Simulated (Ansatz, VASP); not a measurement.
## MgF2: VASP beside Ansatz

Contents of POSCAR:

```
MgF2
1.0
    4.7606764744      0.0000000000      0.0000000000
    0.0000000000      4.7606764744      0.0000000000
    0.0000000000      0.0000000000      2.9954670586
Mg F
2 4
Direct
    0.0000000000      0.0000000000      0.0000000000
    0.5000000000      0.5000000000      0.5000000000
    0.3034110595      0.3034110595      0.0000000000
    0.1965889405      0.8034110595      0.5000000000
    0.8034110595      0.1965889405      0.5000000000
    0.6965889405      0.6965889405      0.0000000000
```

INCAR.step1

```
SYSTEM = MgF2
PREC = Accurate ; ENCUT = 520
EDIFF = 1E-5 ; ISMEAR = 0
SIGMA = 0.01 ; LREAL = .False.
LASPH = .True. ; NELM = 120
ALGO = Normal ; ISIF = 2
LWAVE = .True. ; NBANDS = 25
GGA = PE ; GGA_COMPAT = .False.
KPAR = 4
```

INCAR.step2

```
SYSTEM = MgF2
PREC = Accurate ; ENCUT = 520
EDIFF = 1E-6 ; ISMEAR = 0
SIGMA = 0.01 ; LREAL = .False.
LASPH = .True. ; NELM = 120
ALGO = Normal ; ISIF = 2
LWAVE = .False. ; LCHARG = .True.
GGA = PE ; LHFCALC = .True.
HFSCREEN = 0.2079 ; PRECFOCK = Normal
LVHAR = .True. ; NBANDS = 25
ISTART = 1 ; GGA_COMPAT = .False.
KPAR = 4
```

The input KPOINTS:

```
Automatic mesh
0
Gamma
  4 4 6
  0 0 0
```

Input for Ansatz:

```yaml
crystal:
  lattice:
    - [4.7606764744, 0.0, 0.0]
    - [0.0, 4.7606764744, 0.0]
    - [0.0, 0.0, 2.9954670586]
  atoms:
    - { symbol: Mg, position: [0.0, 0.0, 0.0] }
    - { symbol: Mg, position: [0.5, 0.5, 0.5] }
    - { symbol: F, position: [0.3034110595, 0.3034110595, 0.0] }
    - { symbol: F, position: [0.1965889405, 0.8034110595, 0.5] }
    - { symbol: F, position: [0.8034110595, 0.1965889405, 0.5] }
    - { symbol: F, position: [0.6965889405, 0.6965889405, 0.0] }
kpoints:
  mp_grid: { grid: [4, 4, 6] }
  band_path:
    path:
      - [0.0, 0.0, 0.0]
      - [0.0, 0.5, 0.0]
      - [0.5, 0.5, 0.0]
      - [0.0, 0.0, 0.5]
      - [0.0, 0.5, 0.5]
      - [0.5, 0.5, 0.5]
    npoints: 1
hamiltonian:
  xc: hse06
scf:
  occupations: { method: fixed }
  n_extra_bands: 5
output:
  forces: true
  stress: true
  eigenvalues: true
```

Change from the starting cell: epitaxial_xy strain +3.0%.

Alike in both runs: task single point; functional HSE06; k mesh 4 × 4 × 6; no spin polarisation.

|  | VASP | Ansatz |
| --- | --- | --- |
| version | VASP 6.6.1 | Ansatz 0.2.0 |
| potentials or method | VASP PAW PBE potentials, release 64 (Mg, F) | plane waves, PAW |
| plane-wave cutoff (eV) | 520 | 420 |
| occupations | gaussian, width 0.01 eV | fixed |
| valence electrons in the cell | 32 | 48 |

|  | VASP | Ansatz | Ansatz less VASP |
| --- | --- | --- | --- |
| gap on the k mesh at the Fermi level (eV) | 9.17 | 9.23 | +0.063 |
| pressure (GPa) | -2.9 | -2.5 | +0.40 |
| traceless stress, the component that is largest in VASP (GPa) | 3.49 | 3.42 | -0.067 |
| rms of the force components (eV/Å) | 0.012 | 0.017 | +0.0051 |

Atom by atom the forces differ by 0.005 eV/Å (rms over components). VASP's potentials hold 32 valence electrons a cell and Ansatz's 48, so a difference there can come from the potentials and not from the codes. Ansatz's warnings: stress exchange threshold loose, stress scf threshold loose.
